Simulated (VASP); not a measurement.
# Na (C2/m) in VASP: notebook

Runs on Na. Level: LDA. Tasks: single point.

All numbers are computed with VASP 6.6.1; they aren't measurements. Logs are shortened: lines on timing, memory, paths and dates and some standing lists are left out, and cuts for length are marked.

### 1 The cell of the first run

The structure is monoclinic, space group C2/m (No. 12). Conventional cell: a = 4.961 Å, b = 4.851 Å, c = 3.428 Å, α = 90.00°, β = 131.67°, γ = 90.00°. Na (site symmetry 2/m) has 12 Na at 3.43 to 3.71 Å within 4.5 Å.

### 2 Single point, LDA

INCAR

```
SYSTEM = Na
ALGO = Normal
EDIFF = 1E-6
ENCUT = 520
GGA = CA
ISIF = 2
ISMEAR = 0
LASPH = .TRUE.
LCHARG = .FALSE.
LREAL = .FALSE.
LWAVE = .FALSE.
NBANDS = 10
NELM = 100
PREC = Accurate
SIGMA = 0.15
```

KPOINTS

```
k-points
0
G
  18 18 18
  0 0 0
```

POSCAR

```
Na
1.0
   -1.6453086486      1.7851231502      2.4785298014
    1.7851231502     -1.6453086486      2.4785298014
    1.7448726322      1.7448726322     -2.3789658178
Na
1
Direct
    0.0000000000      0.0000000000      0.0000000000
```

Potentials or basis: VASP PAW LDA potentials, release 64 (Na_pv).

Run with:

```
$ cat potpaw_LDA.64/Na_pv/POTCAR > POTCAR
$ mpirun -np 1 vasp_std > vasp.out
```

OUTCAR:

```text
SYSTEM = Na
   EDIFF = 1E-6
   ENCUT = 520
   GGA = CA
   ISIF = 2
   ISMEAR = 0
   LASPH = .TRUE.
   LREAL = .FALSE.
   NELM = 100
   PREC = Accurate

 ion  position               nearest neighbor table
   1  0.000  0.000  0.000-

  LATTYP: Found a base centered monoclinic cell.
 ALAT       =     4.9610015214
 B/A-ratio  =     0.9778999570
 C/A-ratio  =     0.6909146895
 COS(beta)  =    -0.6648109084

  Lattice vectors:

 A1 = (  -1.6453086486,   1.7851231502,   2.4785298014)
 A2 = (   1.7851231502,  -1.6453086486,   2.4785298014)
 A3 = (   1.7448726322,   1.7448726322,  -2.3789658178)

Analysis of symmetry for initial positions (statically):
=====================================================================
 Subroutine PRICEL returns:
 Original cell was already a primitive cell.

 Routine SETGRP: Setting up the symmetry group for a
 base centered monoclinic supercell.

 Subroutine GETGRP returns: Found  4 space group operations
 (whereof  4 operations were pure point group operations)
 out of a pool of  4 trial point group operations.

The static configuration has the point symmetry C_2h.

Analysis of symmetry for dynamics (positions and initial velocities):
=====================================================================
 Subroutine PRICEL returns:
 Original cell was already a primitive cell.

 Routine SETGRP: Setting up the symmetry group for a
 base centered monoclinic supercell.

 Subroutine GETGRP returns: Found  4 space group operations
 (whereof  4 operations were pure point group operations)
 out of a pool of  4 trial point group operations.

The dynamic configuration has the point symmetry C_2h.

 Subroutine INISYM returns: Found  4 space group operations
 (whereof  4 operations are pure point group operations),
 and found     1 'primitive' translations

----------------------------------------------------------------------------------------

                                     Primitive cell

  volume of cell :      30.8123

  direct lattice vectors                    reciprocal lattice vectors
    -1.645308649  1.785123150  2.478529801    -0.013325379  0.278183113  0.194262148
     1.785123150 -1.645308649  2.478529801     0.278183113 -0.013325379  0.194262148
     1.744872632  1.744872632 -2.378965818     0.275942504  0.275942504 -0.015565987

  length of vectors
     3.469411360  3.469411360  3.427628826     0.339560292  0.339560292  0.390551957

  position of ions in fractional coordinates (direct lattice)
     0.000000000  0.000000000  0.000000000

  ion indices of the primitive-cell ions
   primitive index   ion index
                 1           1

----------------------------------------------------------------------------------------

 KPOINTS: k-points

Automatic generation of k-mesh.
 Grid dimensions read from file:
 generate k-points for:   18   18   18

 Generating k-lattice:

  Cartesian coordinates                     Fractional coordinates (reciprocal lattice)
    -0.000740299  0.015454617  0.010792342     0.055555556  0.000000000 -0.000000000
     0.015454617 -0.000740299  0.010792342     0.000000000  0.055555556 -0.000000000
     0.015330139  0.015330139 -0.000864777     0.000000000  0.000000000  0.055555556

  Length of vectors
     0.018864461  0.018864461  0.021697331

  Shift w.r.t. Gamma in fractional coordinates (k-lattice)
     0.000000000  0.000000000  0.000000000

 Subroutine IBZKPT returns following result:
 ===========================================

 Found   1550 irreducible k-points:

 Following reciprocal coordinates:
            Coordinates               Weight
  0.000000  0.000000  0.000000      1.000000
  0.055556  0.000000 -0.000000      4.000000
  0.111111  0.000000 -0.000000      4.000000
  0.166667  0.000000 -0.000000      4.000000
  0.222222  0.000000 -0.000000      4.000000
  0.277778  0.000000  0.000000      4.000000
[... 16 lines left out ...]
 -0.277778  0.055556  0.000000      4.000000
 -0.222222  0.055556  0.000000      4.000000
 [... further k-points ...]
   k-points           NKPTS =   1550   k-points in BZ     NKDIM =   1550   number of bands    NBANDS=     10
   number of dos      NEDOS =    301   number of ions     NIONS =      1
   total plane-waves  NPLWV =  21952
   dimension x,y,z NGX =    28 NGY =   28 NGZ =   28
   dimension x,y,z NGXF=    56 NGYF=   56 NGZF=   56
   ions per type =               1
   NGX,Y,Z   is equivalent  to a cutoff of  13.42, 13.42, 13.58 a.u.
   NGXF,Y,Z  is equivalent  to a cutoff of  26.83, 26.83, 27.16 a.u.
 SYSTEM =  Na
   PREC   = accura    normal or accurate (medium, high low for compatibility)
   ISTART =      0    job   : 0-new  1-cont  2-samecut
   ICHARG =      2    charge: 1-file 2-atom 10-const
   ISPIN  =      1    spin polarized calculation?
   LNONCOLLINEAR =      F non collinear calculations
   LSORBIT =      F    spin-orbit coupling
   LASPH  =      T    aspherical Exc in radial PAW
   ENCUT  =  520.0 eV  38.22 Ry    6.18 a.u.   6.45  6.45  6.37*2*pi/ulx,y,z
   NELM   =    100;   NELMIN=  2; NELMDL= -5     # of ELM steps
   EDIFF  = 0.1E-05   stopping-criterion for ELM
   LREAL  =      F    real-space projection
   EDIFFG = 0.1E-04   stopping-criterion for IOM
   NSW    =      0    number of steps for IOM
   IBRION =     -1    ionic relax: 0-MD 1-quasi-New 2-CG
   NFREE  =      0    steps in history (QN), initial steepest desc. (CG)
   ISIF   =      2    stress and relaxation
   ISYM   =      2    0-nonsym 1-usesym 2-fastsym
   POTIM  = 0.5000    time-step for ionic-motion
   TEBEG  =    0.0;   TEEND  =   0.0 temperature during run
   PSTRESS=    0.0 pullay stress
   NELECT =       7.0000    total number of electrons
   NUPDOWN=      -1.0000    fix difference up-down
   EMIN   =  10.00;   EMAX   =-10.00  energy-range for DOS
   EFERMI =   0.00;   METHOD = LEGACY
   ISMEAR =     0;   SIGMA  =   0.15  broadening in eV -4-tet -1-fermi 0-gaus
   EFERMI_NEDOS =   21; number of points for ismear=-14 and -15
   IALGO  =     38    algorithm
   IMIX   =      4    mixing-type and parameters
     AMIX     =   0.40;   BMIX     =  1.00
     AMIX_MAG =   1.60;   BMIX_MAG =  1.00
  volume/ion in A,a.u.               =      30.81       207.93
  Fermi-wavevector in a.u.,A,eV,Ry     =   0.998925  1.887694 13.576580  0.997850
  Thomas-Fermi vector in A             =   2.131181
   LORBIT       =      0    0 simple, 1 ext, 2 COOP (PROOUT), +10 PAW based schemes
   GGA     = CA    functional components
   LHFCALC =     F    Hartree Fock is set to
   AEXX    =    0.0000 exact exchange contribution
   IVDW    =     0    specifies the selected vdW correction
   LEPSILON=     F    determine dielectric tensor
   LRPA    =     F    only Hartree local field effects (RPA)
 non-spin polarized calculation
 Gauss-broadening in eV      SIGMA  =   0.15
  energy-cutoff  :      520.00
  volume of cell :       30.81
 maximum number of plane-waves:       844
 NGX is ok and might be reduce to    28
   NGX = 13   NGY = 13   NGZ = 13

 number of electron       6.9999995 magnetization

 Free energy of the ion-electron system (eV)
  ---------------------------------------------------
  ext. energy  EPLUGINS =         0.00000000
  ---------------------------------------------------
  free energy    TOTEN  =        -1.44705067 eV

  energy without entropy =       -1.44271552  energy(sigma->0) =       -1.44488309

 E-fermi :   0.7429     XC(G=0):  -7.2687

 val. band max:        0.7408266414   @ k =  -0.2222   0.4444   0.0556
 cond. band min:       0.7445070321   @ k =  -0.3889  -0.3889   0.3333
 fundamental gap:      0.0036803907
 Fermi energy:         0.7429086244

 k-point     1 :       0.0000    0.0000    0.0000
  band No.  band energies     occupation
      1     -24.0901      2.00000
      2     -24.0900      2.00000
      3     -24.0898      2.00000
      4      -2.9663      2.00000
      5      12.0551      0.00000
      6      12.9377      0.00000
      7      13.7649      0.00000
      8      13.7993      0.00000
      9      14.1113      0.00000
     10      15.6973      0.00000

 k-point     2 :       0.0556    0.0000   -0.0000
  band No.  band energies     occupation
      1     -24.0920      2.00000
      2     -24.0903      2.00000
      3     -24.0900      2.00000
      4      -2.9105      2.00000
      5      11.2920      0.00000
      6      12.6065      0.00000
      7      13.6577      0.00000
      8      14.0587      0.00000
      9      14.9217      0.00000
     10      15.7053      0.00000

 k-point     3 :       0.1111    0.0000   -0.0000
  band No.  band energies     occupation
      1     -24.0977      2.00000
      2     -24.0912      2.00000
      3     -24.0903      2.00000
      4      -2.7434      2.00000
      5       9.8959      0.00000
      6      12.3920      0.00000
      7      13.4166      0.00000
      8      14.2223      0.00000
      9      15.4082      0.00000
     10      16.1701      0.00000

 k-point     4 :       0.1667    0.0000   -0.0000
  band No.  band energies     occupation
      1     -24.1064      2.00000
      2     -24.0925      2.00000
      3     -24.0908      2.00000
      4      -2.4664      2.00000
      5       8.4678      0.00000
      6      12.2217      0.00000
      7      13.1433      0.00000
      8      14.1925      0.00000
      9      15.5804      0.00000
     10      15.7161      0.00000

 k-point     5 :       0.2222    0.0000   -0.0000
  band No.  band energies     occupation
      1     -24.1171      2.00000
      2     -24.0942      2.00000
      3     -24.0913      2.00000
      4      -2.0816      2.00000
      5       7.0912      0.00000
      6      12.0965      0.00000
      7      12.8941      0.00000
      8      14.0143      0.00000
      9      15.0736      0.00000
     10      15.8684      0.00000

 k-point     6 :       0.2778    0.0000    0.0000
  band No.  band energies     occupation
      1     -24.1284      2.00000
      2     -24.0960      2.00000
      3     -24.0918      2.00000
      4      -1.5919      2.00000
      5       5.7858      0.00000
      6      12.0196      0.00000
      7      12.6942      0.00000
      8      13.8193      0.00000
      9      14.6026      0.00000
     10      15.3633      0.00000
[... 183 lines left out ...]
 k-point    21 :      -0.3889    0.0556   -0.0000
  band No.  band energies     occupation
      1     -24.1460      2.00000
      2     -24.0996      2.00000
      3     -24.0934      2.00000
      4      -0.4536      2.00000
      5       3.7574      0.00000
      6      11.6772      0.00000
      7      12.0759      0.00000
      8      13.5354      0.00000
      9      14.2573      0.00000
     10      14.8485      0.00000

 k-point    22 :      -0.3333    0.0556   -0.0000
  band No.  band energies     occupation
      1     -24.1371      2.00000
      2     -24.0983      2.00000
      3     -24.0927      2.00000
      4      -1.1160      2.00000
      5       4.9208      0.00000
      6      11.8291      0.00000
      7      12.2116      0.00000
      8      13.8393      0.00000
      9      14.3061      0.00000
     10      15.1365      0.00000

 k-point    23 :      -0.2778    0.0556    0.0000
  band No.  band energies     occupation
      1     -24.1265      2.00000
      2     -24.0966      2.00000
      3     -24.0920      2.00000
      4      -1.6802      2.00000
      5       6.1680      0.00000
      6      12.0067      0.00000
      7      12.3561      0.00000
      8      14.2050      0.00000
      9      14.3926      0.00000
     10      15.4202      0.00000

 k-point    24 :      -0.2222    0.0556    0.0000
  band No.  band energies     occupation
      1     -24.1153      2.00000
      2     -24.0948      2.00000
      3     -24.0915      2.00000
      4      -2.1420      2.00000
      5       7.4936      0.00000
      6      12.2197      0.00000
      7      12.4766      0.00000
      8      14.3525      0.00000
      9      14.5455      0.00000
     10      15.5587      0.00000

 [... further k-points ...]
[... 5 lines left out ...]
  --------------------------------------------------------------------------------------
  -------------------------------------------------------------------------------------
  Total        0.1493450      0.1493450      0.1733003      0.0004150     -0.0751615     -0.0751615
  in kB        7.7656363      7.7656363      9.0112592      0.0215778     -3.9082426     -3.9082423
  external PRESSURE =       8.1808439 kB  Pullay stress =       0.0000000 kB

 VOLUME and BASIS-vectors are now :
 -----------------------------------------------------------------------------
  energy-cutoff  :      520.00
  volume of cell :       30.81
      direct lattice vectors                 reciprocal lattice vectors
    -1.645308649  1.785123150  2.478529801    -0.013325379  0.278183113  0.194262148
     1.785123150 -1.645308649  2.478529801     0.278183113 -0.013325379  0.194262148
     1.744872632  1.744872632 -2.378965818     0.275942504  0.275942504 -0.015565987

 POSITION                                       TOTAL-FORCE (eV/Angst)
 -----------------------------------------------------------------------------------
      0.00000      0.00000      0.00000         0.000000      0.000000      0.000000
 -----------------------------------------------------------------------------------
    total drift:                               -0.000000     -0.000000     -0.000000

  FREE ENERGIE OF THE ION-ELECTRON SYSTEM (eV)
  ---------------------------------------------------
  free  energy   TOTEN  =        -1.4470506661 eV

  energy  without entropy=       -1.4427155204  energy(sigma->0) =       -1.44488309
```

It took 2.2 min on 1 thread of Intel Xeon 6975P-C (Granite Rapids), shared host; peak memory 0.45 GiB.

Results:

```
Free energy : -1.4471 eV
Pressure    : 0.8 GPa
```

Stress tensor (GPa, compression positive):
```
 0.78  0.00 -0.39
 0.00  0.78 -0.39
-0.39 -0.39  0.90
```

Levels at points of the mesh, in eV from the Fermi level:
```
           k point  band 1  band 2  band 3  band 4  band 5  band 6
(0.00, 0.00, 0.00)  -24.83  -24.83  -24.83   -3.71   11.31   12.19
(0.50, 0.00, 0.00)  -24.90  -24.84  -24.84    0.40    0.86   11.22
(0.50, 0.50, 0.00)  -24.90  -24.86  -24.86    2.27    2.81    6.42
(0.00, 0.00, 0.50)  -24.90  -24.85  -24.85    1.65    2.25    7.11
(0.50, 0.00, 0.50)  -24.91  -24.85  -24.84    0.80    1.36   10.10
(0.50, 0.50, 0.50)  -24.90  -24.86  -24.85    2.04    2.61    6.79
```

### 3 Single point, LDA

This run uses another cell than the first one, of 38.27 Å³/atom, 1.242 times its volume.

INCAR

```
SYSTEM = Na
ALGO = Normal ; EDIFF = 1E-7
ENCUT = 520 ; GGA = CA
ISIF = 2 ; ISMEAR = 0
LASPH = .TRUE. ; LCHARG = .FALSE.
LREAL = .FALSE. ; LWAVE = .FALSE.
NBANDS = 10 ; NELM = 100
PREC = Accurate ; SIGMA = 0.15
```

KPOINTS is that of step 2.

POSCAR

```
Na
1.0
   -1.6613884745      1.9410174778      2.6691859400
    1.9410174778     -1.6613884745      2.6691859400
    1.8605164418      1.8605164418     -2.4700579728
Na
1
Direct
    0.0000000000      0.0000000000      0.0000000000
```

Potentials or basis: VASP PAW LDA potentials, release 64 (Na_pv).

Run with:

```
$ cat potpaw_LDA.64/Na_pv/POTCAR > POTCAR
$ mpirun -np 1 vasp_std > vasp.out
```

Run time: 2.6 min. Hardware: 1 thread of Intel Xeon 6975P-C (Granite Rapids), shared host; peak memory 0.53 GiB.

The run converged. Its results:

* Free energy: -1.4299 eV
* Pressure: -0.9 GPa

Stress tensor (GPa, compression positive):
```
-0.99  0.01 -0.43
 0.01 -0.99 -0.43
-0.43 -0.43 -0.79
```

Levels at points of the mesh, in eV from the Fermi level:
```csv
k point,band 1,band 2,band 3,band 4,band 5,band 6,band 7
"(0.00, 0.00, 0.00)",-24.99,-24.98,-24.98,-3.22,9.59,10.75,10.89
"(0.50, 0.00, 0.00)",-25.01,-24.99,-24.98,0.32,0.50,10.18,10.91
"(0.50, 0.50, 0.00)",-25.01,-25.00,-25.00,2.24,2.77,5.07,5.31
"(0.00, 0.00, 0.50)",-25.02,-24.99,-24.99,1.29,1.79,6.71,7.55
"(0.50, 0.00, 0.50)",-25.02,-24.99,-24.99,0.91,1.33,8.37,8.84
"(0.50, 0.50, 0.50)",-25.02,-25.00,-24.99,1.82,2.36,6.26,6.91
```
